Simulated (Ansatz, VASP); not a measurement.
# Na in VASP and in Ansatz

Contents of INCAR:

```
SYSTEM = Na
PREC = Accurate
ENCUT = 520
EDIFF = 1E-8
ISMEAR = -1
SIGMA = 0.05
LREAL = Auto
LASPH = .True.
NELM = 80
ALGO = Normal
ISIF = 2
LWAVE = .False.
LCHARG = .False.
GGA = PS
LEFG = .True.
NBANDS = 70
```

Contents of KPOINTS:

```
regular mesh
0
Gamma
  5 5 3
  0 0 0
```

File POSCAR:

```
Na
1.0
    7.5340000000      0.0000000000      0.0000000000
   -3.7670000000      6.5246353922      0.0000000000
    0.0000000000      0.0000000000     12.3080000000
Na
16
Direct
    0.1666666666      0.3333333334      0.1250000000
    0.1666666666      0.3333333334      0.6250000000
    0.1666666666      0.8333333334      0.1250000000
    0.1666666666      0.8333333334      0.6250000000
    0.6666666666      0.3333333334      0.1250000000
    0.6666666666      0.3333333334      0.6250000000
    0.6666666666      0.8333333334      0.1250000000
    0.6666666666      0.8333333334      0.6250000000
    0.3333333334      0.1666666666      0.3750000000
    0.3333333334      0.1666666666      0.8750000000
    0.3333333334      0.6666666666      0.3750000000
    0.3333333334      0.6666666666      0.8750000000
    0.8333333334      0.1666666666      0.3750000000
    0.8333333334      0.1666666666      0.8750000000
    0.8333333334      0.6666666666      0.3750000000
    0.8333333334      0.6666666666      0.8750000000
```

Input for Ansatz:

```yaml
crystal:
  lattice:
    - [7.534, 0.0, 0.0]
    - [-3.767, 6.5246353922, 0.0]
    - [0.0, 0.0, 12.308]
  atoms:
    - { symbol: Na, position: [0.1666666666, 0.3333333334, 0.125] }
    - { symbol: Na, position: [0.1666666666, 0.3333333334, 0.625] }
    - { symbol: Na, position: [0.1666666666, 0.8333333334, 0.125] }
    - { symbol: Na, position: [0.1666666666, 0.8333333334, 0.625] }
    - { symbol: Na, position: [0.6666666666, 0.3333333334, 0.125] }
    - { symbol: Na, position: [0.6666666666, 0.3333333334, 0.625] }
    - { symbol: Na, position: [0.6666666666, 0.8333333334, 0.125] }
    - { symbol: Na, position: [0.6666666666, 0.8333333334, 0.625] }
    - { symbol: Na, position: [0.3333333334, 0.1666666666, 0.375] }
    - { symbol: Na, position: [0.3333333334, 0.1666666666, 0.875] }
    - { symbol: Na, position: [0.3333333334, 0.6666666666, 0.375] }
    - { symbol: Na, position: [0.3333333334, 0.6666666666, 0.875] }
    - { symbol: Na, position: [0.8333333334, 0.1666666666, 0.375] }
    - { symbol: Na, position: [0.8333333334, 0.1666666666, 0.875] }
    - { symbol: Na, position: [0.8333333334, 0.6666666666, 0.375] }
    - { symbol: Na, position: [0.8333333334, 0.6666666666, 0.875] }
kpoints:
  mp_grid: { grid: [5, 5, 3] }
scf:
  occupations: { method: fermi_dirac, width: 0.05 }
hamiltonian:
  xc: pbesol
  pseudopotentials: { kind: paw, azcp: { folder: soft_1 } }
output:
  forces: true
  efg: { quadrupole_moments_barn: { Na: 0.104 }, contact_densities: true }
  core_levels: { shells: { Na: "1s" }, counted_from: fermi_level, add_spin: always }
basis:
  ecutwfc: 550
```

Alike in both runs: task electric field gradients; functional PBEsol; k mesh 5 × 5 × 3; occupations fermi-dirac, width 0.05 eV; no spin polarisation.

|  | VASP | Ansatz |
| --- | --- | --- |
| version | VASP 6.6.1 | Ansatz 0.2.0 |
| potentials or method | VASP PAW PBE potentials, release 64 (Na_pv), cutoff 520 eV | plane-wave PAW, scalar-relativistic |
| valence electrons in the cell | 112 | 144 |

|  | VASP | Ansatz | Ansatz less VASP |
| --- | --- | --- | --- |
| size of Vzz on the site where it differs most (V/Å²) | 0.2 | 0.2 | -0.02 |

VASP's potentials were made for PBE, not for PBEsol, and Ansatz warns of the same on its side. With one functional, cell and mesh, what is left measures potentials, basis and numerics. VASP's potentials hold 112 valence electrons a cell and Ansatz's 144, so a difference there can come from the potentials and not from the codes.
